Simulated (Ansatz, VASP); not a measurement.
Si5S: VASP beside Ansatz

```
Si S
1.0
     4.76405    0.00000    0.00000
    -2.38202    4.12579    0.00000
     0.00000    0.00000    4.57371
Si S
5 1
Direct
  0.64478 0.00000 0.00000
  0.00000 0.64478 0.00000
  0.35522 0.35522 0.00000
  0.33333 0.66667 0.50000
  0.66667 0.33333 0.50000
  0.00000 0.00000 0.50000
```

Change from the starting cell: species swapped into the Hf5Sc type (P-62m, No. 189).

Alike in both runs: functional PBE; k mesh 12 × 12 × 8; occupations gaussian, width 0.1 eV; no spin polarisation.

Ansatz relaxed the structure, and its values are those at the end. VASP's run is a single point on that final structure, the one shown.

|  | VASP | Ansatz |
| --- | --- | --- |
| version | VASP 6.6.1 | Ansatz 0.2.0 |
| potentials or method | VASP PAW PBE potentials, release 64 (Si, S), cutoff 520 eV | scalar-relativistic, plane waves, PAW |
| valence electrons in the cell | 26 | 26 |

|  | VASP | Ansatz | Ansatz less VASP |
| --- | --- | --- | --- |
| gap on the k mesh at the Fermi level (eV) | none | none | - |
| pressure (GPa) | 0.0 | 0.0 | +0.04 |

A gap of «none» marks a metal or a gap that the smearing closes.
